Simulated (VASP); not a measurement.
A run of VASP 6.6.1:

POSCAR

```
Y
1.0
    2.0200000000      2.0200000000      2.0200000000
   -2.0200000000      2.0200000000      2.0200000000
   -2.0200000000     -2.0200000000      2.0200000000
Y
1
Direct
    0.0000000000      0.0000000000      0.0000000000
```

File INCAR.step1:

```
ALGO = Normal
EDIFF = 1E-4
ENCUT = 600
GGA = PE
ISMEAR = -1
LASPH = True
LCHARG = False
LREAL = False
LWAVE = True
NELM = 60
PREC = Accurate
SIGMA = 0.05
```

The input INCAR.step2:

```
ALGO = Normal
EDIFF = 1E-6
EDIFFG = -0.01
ENCUT = 600
IBRION = 2
ISIF = 3
ISMEAR = -1
ISTART = 1
LASPH = True
LCHARG = False
LMIXTAU = True
LREAL = False
LWAVE = False
METAGGA = R2SCAN
NELM = 60
NSW = 80
PREC = Accurate
PSTRESS = 200.0
SIGMA = 0.05
```

Contents of KPOINTS:

```
k-points
0
Gamma
  8 8 8
```

Potentials or basis: VASP PAW PBE potentials, release 64 (Y_sv).

The run is started by

```console
$ cat potpaw_PBE.64/Y_sv/POTCAR > POTCAR
$ cp INCAR.step1 INCAR
$ mpirun -np 1 vasp_std > vasp.out
$ cp INCAR.step2 INCAR
$ mpirun -np 1 vasp_std > vasp.out
```

Hardware: 1 thread of AMD EPYC 9R45 96-Core Processor (Zen 5), on a shared host.

Task: How long does it take, and how much memory?

Result: It took 3.3 min on 1 thread of AMD EPYC 9R45 96-Core Processor (Zen 5) (shared host), peak memory 0.18 GiB. Counts: k points 29, ion steps 7.
